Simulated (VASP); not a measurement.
Write the native input for VASP 6.6.1 that does the following.

```yaml
Task: single point
Functional: PBE
Potentials_or_basis: VASP PAW PBE potentials, release 64 (Cs_sv, Pb_d, Cl)
Cutoff: 520 eV
k_mesh: 4 × 4 × 4
Occupations: gaussian, width 0.1 eV
Spin: no spin polarisation
Dipole_correction: no
Further_INCAR_settings: ALGO = Normal; EDIFF = 1e-07; NBANDS = 30
```

The structure of CsPbCl3 lies in POSCAR:

```
CsPbCl3
1.0
    5.6050000000      0.0000000000      0.0000000000
    0.0000000000      5.6050000000      0.0000000000
    0.0000000000      0.0000000000      5.6050000000
Cs Pb Cl
1 1 3
Direct
    0.0000000000      0.0000000000      0.0000000000
    0.5000000000      0.5000000000      0.5000000000
    0.5000000000      0.5000000000      0.0000000000
    0.0000000000      0.5000000000      0.5000000000
    0.5000000000      0.0000000000      0.5000000000
```

These files were run (other wordings do the same):

INCAR

```
SYSTEM = CsPbCl3
PREC = Accurate ; ENCUT = 520
EDIFF = 1E-7 ; ISMEAR = 0
SIGMA = 0.1 ; LREAL = .False.
LASPH = .True. ; NELM = 100
ALGO = Normal ; ISIF = 2
LWAVE = .False. ; LCHARG = .False.
GGA = PE ; NBANDS = 30
```

KPOINTS

```
Automatic mesh
0
Gamma
  4 4 4
  0 0 0
```

Potentials or basis: VASP PAW PBE potentials, release 64 (Cs_sv, Pb_d, Cl).

Command:

```sh
$ cat potpaw_PBE.64/Cs_sv/POTCAR potpaw_PBE.64/Pb_d/POTCAR potpaw_PBE.64/Cl/POTCAR > POTCAR
$ mpirun -np 1 vasp_std > vasp.out
```

Results of the run:

```
Pressure               : 1.8 GPa
Band gap on the k mesh : 1.94 eV, direct
```

Caveat: spin-orbit coupling is left out, which moves the levels of the heavy elements.

It took 28 s on 1 thread of AMD EPYC 9R45 96-Core Processor (Zen 5), with other jobs on the host, peak memory 0.24 GiB.
